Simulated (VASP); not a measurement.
CuF:

```
Cu F
1.0
     2.86450    0.00000    0.00000
    -1.43225    2.48073    0.00000
     0.00000    0.00000    6.80775
Cu F
2 2
Direct
  0.33333 0.66667 0.04608
  0.66667 0.33333 0.54608
  0.33333 0.66667 0.32892
  0.66667 0.33333 0.82892
```

- Program: VASP 6.6.1
- Task: relaxation of cell and atoms
- Functional: r2SCAN
- Potentials or basis: VASP PAW PBE potentials, release 64 (Cu, F)
- Cutoff: 600 eV
- k mesh: 12 × 12 × 4
- Occupations: fermi-dirac, width 0.02 eV
- Spin: no spin polarisation

At the start: pressure -5.1 GPa; volume 12.09 Å³/atom.

**Question.** How do energy, volume and symmetry change on relaxing?

**Answer.** Over 22 steps the energy falls by 12.4 meV/atom and the volume is 11.31 Å³/atom (-6.5 %); space group P6_3mc (No. 186, to 0.1 Å) before and after.

Step by step:
```tsv
step	energy change (eV)	largest force (eV/Å)	pressure (GPa)	volume (Å³)
1	0.0000	0.0866	-5.13	48.38
2	-0.0372	0.1587	0.95	45.71
3	-0.0393	0.1434	-0.28	46.19
4	-0.0464	0.0921	-0.05	45.67
5	-0.0464	0.0911	-0.07	45.67
6	-0.0483	0.0623	-0.17	45.57
7	-0.0486	0.0271	-0.51	45.27
8	-0.0494	0.0134	-0.38	45.40
9	-0.0494	0.0274	0.29	45.16
10	-0.0496	0.0057	-0.05	45.28
11	-0.0496	0.0070	-0.03	45.28
12	-0.0496	0.0063	-0.07	45.28
13	-0.0496	0.0026	-0.07	45.25
14	-0.0496	0.0086	0.18	45.23
15	-0.0496	0.0056	-0.11	45.25
16	-0.0496	0.0069	0.03	45.24
17	-0.0496	0.0058	0.01	45.24
18	-0.0496	0.0053	-0.15	45.24
19	-0.0496	0.0027	0.05	45.22
20	-0.0496	0.0034	0.05	45.22
21	-0.0496	0.0037	0.04	45.23
22	-0.0496	0.0046	0.01	45.23
```

Final structure:
```
Cu F
1.0
     2.78477    0.00000    0.00000
    -1.39238    2.41168    0.00000
     0.00000    0.00000    6.73533
Cu F
2 2
Cartesian
  0.0000 1.6078 0.3083
  1.3924 0.8039 3.6759
  0.0000 1.6078 2.2175
  1.3924 0.8039 5.5852
```

Caveat: the structure was generated, so it needn't be the stable form of CuF; the PAW data sets were made with another functional, which shifts forces and pressure a little.
